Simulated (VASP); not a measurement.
Input of a VASP 6.6.1 run:

INCAR

```
  ALGO = Fast
  EDIFF = 1E-6
  ENCUT = 520
  GGA = PS
  ISIF = 2
  ISMEAR = 0
  LASPH = True
  LCHARG = True
  LELF = True
  LREAL = False
  LVHAR = True
  LWAVE = False
  NBANDS = 13
  NELM = 100
  PREC = Accurate
  SIGMA = 0.15
```

The input KPOINTS:

```
k-points
0
Gamma
  22 22 22
```

The input POSCAR:

```
Mo
1.0
   -1.5081600000      1.5081600000      1.6966800000
    1.5081600000     -1.5081600000      1.6966800000
    1.5081600000      1.5081600000     -1.6966800000
Mo
1
Direct
    0.0000000000      0.0000000000      0.0000000000
```

Potentials or basis: VASP PAW PBE potentials, release 64 (Mo_sv).

The run is started by

```console
$ cat potpaw_PBE.64/Mo_sv/POTCAR > POTCAR
$ mpirun -np 1 vasp_std > vasp.out
```

Question: Predict the pressure.

Answer: 0.2 GPa.

Question: What does it give for the band gap on the k mesh?

Answer: Zero (band 7 reaches 16.51 eV, above the bottom of band 8 at 11.59 eV).

Stress tensor (GPa, compression positive):
```
 10.25   0.00   0.00
  0.00  10.25   0.00
  0.00   0.00 -19.77
```

Caveat: the cell differs from its parent crystal (strain -0.040 along x and y, +0.080 along z); the PAW data sets were made with another functional, which shifts forces and pressure a little.
